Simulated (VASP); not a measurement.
# ZnS (P6_3mc) in VASP: electric field gradients with PBE

Aim: the electric field gradients of ZnS with PBE.

Everything below comes from runs of VASP 6.6.1. Logs are shortened: lines on timing, memory, paths and dates and some standing lists are left out, and cuts for length are marked.

## 1. The cell of the first run

The structure is hexagonal, space group P6_3mc (No. 186). The conventional cell has a = 3.809 Å, b = 3.809 Å, c = 12.453 Å, α = 90.00°, β = 90.00°, γ = 120.00°. Zn (site symmetry 3m) has 4 S at 2.33 to 2.34 Å within 3.1 Å. Within 3.1 Å of Zn (site symmetry 3m) lie 4 S at 2.33 Å. S (site symmetry 3m) has 4 Zn at 2.33 to 2.34 Å within 3.1 Å. Within 3.1 Å of S (site symmetry 3m) lie 4 Zn at 2.33 Å.

## 2. Electric field gradients, PBE

Input file INCAR:

```
SYSTEM = ZnS
ALGO     = Normal         ! electronic algorithm
EDIFF    = 1E-8           ! SCF threshold, eV
ENCUT    = 520            ! plane-wave cutoff, eV
GGA      = PE             ! functional
ISIF     = 2              ! what is computed and relaxed
ISMEAR   = -1             ! smearing method
LASPH    = .TRUE.         ! aspherical terms in the spheres
LCHARG   = .FALSE.        ! write CHGCAR
LEFG     = .TRUE.       
LREAL    = .FALSE.        ! projectors in reciprocal space
LWAVE    = .FALSE.        ! write WAVECAR
NBANDS   = 46             ! bands
NELM     = 100            ! most SCF steps
PREC     = Accurate       ! precision mode
SIGMA    = 0.02           ! smearing width, eV
```

Input file KPOINTS:

```
k-points
0
G
  8 8 3
  0 0 0
```

Input file POSCAR:

```
ZnS
1.0
    3.8089500615      0.0000000000      0.0000000000
   -1.9044750307      3.2986475150      0.0000000000
    0.0000000000      0.0000000000     12.4525986900
Zn S
4 4
Direct
    0.6666666667      0.3333333333      0.7499255000
    0.3333333333      0.6666666667      0.2499255000
    0.0000000000      0.0000000000      0.5000013000
    0.0000000000      0.0000000000      0.0000013000
    0.6666666667      0.3333333333      0.9377315200
    0.3333333333      0.6666666667      0.4377315200
    0.0000000000      0.0000000000      0.6873406800
    0.0000000000      0.0000000000      0.1873406800
```

Potentials or basis: VASP PAW PBE potentials, release 64 (Zn, S).

The run is started by

```bash
> cat potpaw_PBE.64/Zn/POTCAR potpaw_PBE.64/S/POTCAR > POTCAR
> mpirun -np 1 vasp_std > vasp.out
```

OUTCAR:

```text
SYSTEM = ZnS
   EDIFF = 1E-8
   ENCUT = 520
   GGA = PE
   ISIF = 2
   ISMEAR = -1
   LASPH = .TRUE.
   LREAL = .FALSE.
   NELM = 100
   PREC = Accurate

 ion  position               nearest neighbor table
   1  0.667  0.333  0.750-   7 2.33   7 2.33   7 2.33   5 2.34
   2  0.333  0.667  0.250-   8 2.33   8 2.33   8 2.33   6 2.34
   3  0.000  0.000  0.500-   6 2.33   6 2.33   6 2.33   7 2.33
   4  0.000  0.000  0.000-   5 2.33   5 2.33   5 2.33   8 2.33
   5  0.667  0.333  0.938-   4 2.33   4 2.33   4 2.33   1 2.34
   6  0.333  0.667  0.438-   3 2.33   3 2.33   3 2.33   2 2.34
   7  0.000  0.000  0.687-   3 2.33   1 2.33   1 2.33   1 2.33
   8  0.000  0.000  0.187-   4 2.33   2 2.33   2 2.33   2 2.33

  LATTYP: Found a hexagonal cell.
 ALAT       =     3.8089500615
 C/A-ratio  =     3.2692995416

  Lattice vectors:

 A1 = (   3.8089500615,   0.0000000000,   0.0000000000)
 A2 = (  -1.9044750307,   3.2986475150,   0.0000000000)
 A3 = (   0.0000000000,   0.0000000000,  12.4525986900)

Analysis of symmetry for initial positions (statically):
=====================================================================
 Subroutine PRICEL returns:
 Original cell was already a primitive cell.

 Routine SETGRP: Setting up the symmetry group for a
 hexagonal supercell.

 Subroutine GETGRP returns: Found 12 space group operations
 (whereof  6 operations were pure point group operations)
 out of a pool of 24 trial point group operations.

The static configuration has the point symmetry C_3v.
 The point group associated with its full space group is C_6v.

Analysis of symmetry for dynamics (positions and initial velocities):
=====================================================================
 Subroutine PRICEL returns:
 Original cell was already a primitive cell.

 Routine SETGRP: Setting up the symmetry group for a
 hexagonal supercell.

 Subroutine GETGRP returns: Found 12 space group operations
 (whereof  6 operations were pure point group operations)
 out of a pool of 24 trial point group operations.

The dynamic configuration has the point symmetry C_3v.
 The point group associated with its full space group is C_6v.

 Subroutine INISYM returns: Found 12 space group operations
 (whereof  6 operations are pure point group operations),
 and found     1 'primitive' translations

----------------------------------------------------------------------------------------

                                     Primitive cell

  volume of cell :     156.4592

  direct lattice vectors                    reciprocal lattice vectors
     3.808950062  0.000000000  0.000000000     0.262539541  0.151577275  0.000000000
    -1.904475031  3.298647515  0.000000000     0.000000000  0.303154549  0.000000000
     0.000000000  0.000000000 12.452598690     0.000000000  0.000000000  0.080304523

  length of vectors
     3.808950062  3.808950061 12.452598690     0.303154549  0.303154549  0.080304523

  position of ions in fractional coordinates (direct lattice)
     0.666666667  0.333333333  0.749925500
     0.333333333  0.666666667  0.249925500
     0.000000000  0.000000000  0.500001300
     0.000000000  0.000000000  0.000001300
     0.666666667  0.333333333  0.937731520
     0.333333333  0.666666667  0.437731520
     0.000000000  0.000000000  0.687340680
     0.000000000  0.000000000  0.187340680

  ion indices of the primitive-cell ions
   primitive index   ion index
                 1           1
                 2           2
                 3           3
                 4           4
                 5           5
                 6           6
                 7           7
                 8           8

----------------------------------------------------------------------------------------

[... 65 lines left out ...]
   LREAL  =      F    real-space projection
   EDIFFG = 0.1E-06   stopping-criterion for IOM
   NSW    =      0    number of steps for IOM
   IBRION =     -1    ionic relax: 0-MD 1-quasi-New 2-CG
   NFREE  =      0    steps in history (QN), initial steepest desc. (CG)
   ISIF   =      2    stress and relaxation
   ISYM   =      2    0-nonsym 1-usesym 2-fastsym
   POTIM  = 0.5000    time-step for ionic-motion
   TEBEG  =    0.0;   TEEND  =   0.0 temperature during run
   PSTRESS=    0.0 pullay stress
   NELECT =      72.0000    total number of electrons
   NUPDOWN=      -1.0000    fix difference up-down
   EMIN   =  10.00;   EMAX   =-10.00  energy-range for DOS
   EFERMI =   0.00;   METHOD = LEGACY
   ISMEAR =    -1;   SIGMA  =   0.02  broadening in eV -4-tet -1-fermi 0-gaus
   EFERMI_NEDOS =   21; number of points for ismear=-14 and -15
   IALGO  =     38    algorithm
   IMIX   =      4    mixing-type and parameters
     AMIX     =   0.40;   BMIX     =  1.00
     AMIX_MAG =   1.60;   BMIX_MAG =  1.00
  volume/ion in A,a.u.               =      19.56       131.98
  Fermi-wavevector in a.u.,A,eV,Ry     =   1.263917  2.388457 21.735124  1.597487
  Thomas-Fermi vector in A             =   2.397249
   LORBIT       =      0    0 simple, 1 ext, 2 COOP (PROOUT), +10 PAW based schemes
   GGA     = PE    functional components
   LHFCALC =     F    Hartree Fock is set to
   AEXX    =    0.0000 exact exchange contribution
   IVDW    =     0    specifies the selected vdW correction
   LEPSILON=     F    determine dielectric tensor
   LRPA    =     F    only Hartree local field effects (RPA)
 non-spin polarized calculation
  energy-cutoff  :      520.00
  volume of cell :      156.46
 maximum number of plane-waves:      4239
   NGX = 15   NGY = 15   NGZ = 47

 number of electron      71.9999973 magnetization

 Free energy of the ion-electron system (eV)
  ---------------------------------------------------
  ext. energy  EPLUGINS =         0.00000000
  ---------------------------------------------------
  free energy    TOTEN  =       -27.35899210 eV

  energy without entropy =      -27.35899210  energy(sigma->0) =      -27.35899210

 E-fermi :   2.6345     XC(G=0):  -9.6676

 val. band max:        2.1941864721   @ k =   0.0000   0.0000   0.0000
 cond. band min:       4.3862280302   @ k =   0.0000   0.0000   0.0000
 fundamental gap:      2.1920415580
 Fermi energy:         2.6344905558

 k-point     1 :       0.0000    0.0000    0.0000
  band No.  band energies     occupation
      1     -11.0172      2.00000
      2     -10.5921      2.00000
      3     -10.5804      2.00000
      4     -10.0707      2.00000
      5      -4.1776      2.00000
      6      -4.1738      2.00000
[... 969 lines left out ...]
     45       9.5409      0.00000
     46       9.8029      0.00000

------------------------ aborting loop because EDIFF is reached ----------------------------------------

  FORCE on cell =-STRESS in cart. coord.  units (eV):
  Direction    XX          YY          ZZ          XY          YZ          ZX
  --------------------------------------------------------------------------------------
  -------------------------------------------------------------------------------------
  Total        2.3818022      2.3818022      2.4598827      0.0000000      0.0000000      0.0000000
  in kB       24.3901850     24.3901850     25.1897471      0.0000000      0.0000000      0.0000000
  external PRESSURE =      24.6567057 kB  Pullay stress =       0.0000000 kB

 VOLUME and BASIS-vectors are now :
 -----------------------------------------------------------------------------
  energy-cutoff  :      520.00
  volume of cell :      156.46
      direct lattice vectors                 reciprocal lattice vectors
     3.808950062  0.000000000  0.000000000     0.262539541  0.151577275  0.000000000
    -1.904475031  3.298647515  0.000000000     0.000000000  0.303154549  0.000000000
     0.000000000  0.000000000 12.452598690     0.000000000  0.000000000  0.080304523

 POSITION                                       TOTAL-FORCE (eV/Angst)
 -----------------------------------------------------------------------------------
      1.90448      1.09955      9.33852        -0.000000      0.000000      0.012354
     -0.00000      2.19910      3.11222         0.000000     -0.000000      0.012354
      0.00000      0.00000      6.22632        -0.000000     -0.000000      0.008523
      0.00000      0.00000      0.00002         0.000000      0.000000      0.008523
      1.90448      1.09955     11.67719        -0.000000     -0.000000     -0.013534
     -0.00000      2.19910      5.45089         0.000000      0.000000     -0.013534
      0.00000      0.00000      8.55918        -0.000000      0.000000     -0.007342
      0.00000      0.00000      2.33288         0.000000     -0.000000     -0.007342
 -----------------------------------------------------------------------------------
    total drift:                               -0.000001     -0.000002      0.000215

  FREE ENERGIE OF THE ION-ELECTRON SYSTEM (eV)
  ---------------------------------------------------
  free  energy   TOTEN  =       -27.3589921031 eV

  energy  without entropy=      -27.3589921031  energy(sigma->0) =      -27.35899210

 Electric field gradients (V/A^2)
---------------------------------------------------------------------
 ion       V_xx      V_yy      V_zz      V_xy      V_xz      V_yz
---------------------------------------------------------------------
   1       0.007     0.014    -0.021     0.006    -0.000     0.000
   2       0.007     0.014    -0.021     0.006     0.000    -0.000
   3      -0.607    -0.606     1.214     0.001    -0.000     0.000
   4      -0.607    -0.606     1.214     0.001     0.000    -0.000
   5      -0.703    -0.704     1.407    -0.000     0.000    -0.000
   6      -0.703    -0.704     1.407    -0.000    -0.000     0.000
   7      -0.269    -0.268     0.537     0.001    -0.000     0.000
   8      -0.269    -0.268     0.537     0.001     0.000    -0.000
---------------------------------------------------------------------

 Electric field gradients after diagonalization (V/A^2)
 (convention: |V_zz| > |V_xx| > |V_yy|)
----------------------------------------------------------------------
 ion       V_xx      V_yy      V_zz     asymmetry (V_yy - V_xx)/ V_zz
----------------------------------------------------------------------
   1       0.017     0.004    -0.021       0.603
   2       0.017     0.004    -0.021       0.603
   3      -0.608    -0.606     1.214       0.002
   4      -0.608    -0.606     1.214       0.002
   5      -0.704    -0.703     1.407       0.001
   6      -0.704    -0.703     1.407       0.001
   7      -0.269    -0.268     0.537       0.002
   8      -0.269    -0.268     0.537       0.002
----------------------------------------------------------------------

           NMR quadrupolar parameters

 Cq : quadrupolar parameter    Cq=e*Q*V_zz/h
 eta: asymmetry parameters     (V_yy - V_xx)/ V_zz
 Q  : nuclear electric quadrupole moment in mb (millibarn)
----------------------------------------------------------------------
 ion       Cq(MHz)       eta       Q (mb)
----------------------------------------------------------------------
   1      -0.000       0.603       1.000
   2      -0.000       0.603       1.000
   3       0.003       0.002       1.000
   4       0.003       0.002       1.000
   5       0.003       0.001       1.000
   6       0.003       0.001       1.000
   7       0.001       0.002       1.000
   8       0.001       0.002       1.000
----------------------------------------------------------------------
```

Run time: 2.8 min. Hardware: 1 thread of Intel Xeon Platinum 8375C at 2.90GHz (Ice Lake), shared host; peak memory 0.31 GiB.

Results:

```
Free energy            : -27.3590 eV
Pressure               : 2.5 GPa
Largest force          : 0.014 eV/Å
Band gap on the k mesh : 2.19 eV, direct
```

Forces on the atoms (eV/Å):
```
Zn   0.000  0.000  0.012
Zn   0.000  0.000  0.012
Zn   0.000  0.000  0.009
Zn   0.000  0.000  0.009
S    0.000  0.000 -0.014
S    0.000  0.000 -0.014
S    0.000  0.000 -0.007
S    0.000  0.000 -0.007
```

Levels at points of the mesh, in eV from the valence-band top:
```csv
k point,band 32,band 33,band 34,band 35,band 36,band 37,band 38,band 39,band 40,band 41
"(0.00, 0.00, 0.00)",-0.47,-0.47,-0.03,0.00,0.00,2.19,3.21,3.41,3.66,6.34
"(0.50, 0.00, 0.00)",-1.63,-1.62,-1.59,-1.12,-0.89,3.32,3.37,3.76,4.35,4.90
```

Electric field gradients, principal values (V/Å²):
| atom | least | middle | greatest (by size) |
| --- | --- | --- | --- |
| 1 Zn | 0.004 | 0.017 | -0.021 |
| 2 Zn | 0.004 | 0.017 | -0.021 |
| 3 Zn | -0.606 | -0.608 | 1.214 |
| 4 Zn | -0.606 | -0.608 | 1.214 |
| 5 S | -0.703 | -0.704 | 1.407 |
| 6 S | -0.703 | -0.704 | 1.407 |
| 7 S | -0.268 | -0.269 | 0.537 |
| 8 S | -0.268 | -0.269 | 0.537 |

Caveat: without QUAD_EFG the Cq values of the log hold for a quadrupole moment of 1 mb, not for the nuclei. A k mesh can miss the band edges.
